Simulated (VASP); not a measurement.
KTaO3: single point with PBE

The system is KTaO3.

```
K Ta O
1.0
     3.98830    0.00000    0.00000
     0.00000    3.98830    0.00000
     0.00000    0.00000    3.98830
K Ta O
1 1 3
Direct
  0.00000 0.00000 0.00000
  0.50000 0.50000 0.50000
  0.00000 0.50000 0.50000
  0.50000 0.50000 0.00000
  0.50000 0.00000 0.50000
```

```
Program                : VASP 6.6.1
Task                   : single point
Functional             : PBE
Potentials or basis    : VASP PAW PBE potentials, release 64 (K_sv, Ta_pv, O)
Cutoff                 : 520 eV
k mesh                 : 6 × 6 × 6
Occupations            : gaussian, width 0.05 eV
Spin                   : no spin polarisation
Dipole correction      : no
Further INCAR settings : ALGO = Normal; EDIFF = 1e-06; NBANDS = 27
```

```
Pressure               : 6.1 GPa
Band gap on the k mesh : 2.17 eV, indirect (least direct gap 2.80 eV)
```

Levels at points of the mesh, in eV from the valence-band top:
| k point | band 16 | band 17 | band 18 | band 19 | band 20 | band 21 | band 22 | band 23 |
| --- | --- | --- | --- | --- | --- | --- | --- | --- |
| (0.00, 0.00, 0.00) | -1.06 | -0.62 | -0.62 | -0.62 | 2.17 | 2.17 | 2.17 | 6.63 |
| (0.50, 0.00, 0.00) | -2.13 | -1.51 | -0.85 | -0.85 | 2.33 | 5.02 | 5.02 | 6.80 |
| (0.50, 0.50, 0.00) | -1.65 | -1.43 | -1.43 | -0.04 | 5.06 | 5.06 | 6.34 | 7.67 |
| (0.50, 0.50, 0.50) | -3.91 | 0.00 | 0.00 | 0.00 | 6.47 | 6.47 | 6.47 | 8.91 |

Run time: 28 s on 1 thread of Intel Xeon 6975P-C, with other jobs on the host, peak memory 0.18 GiB.

Caveat: spin-orbit coupling is left out, which moves the levels of the heavy elements. Expect the measured gap to be larger: semilocal functionals such as PBE lack the derivative discontinuity.
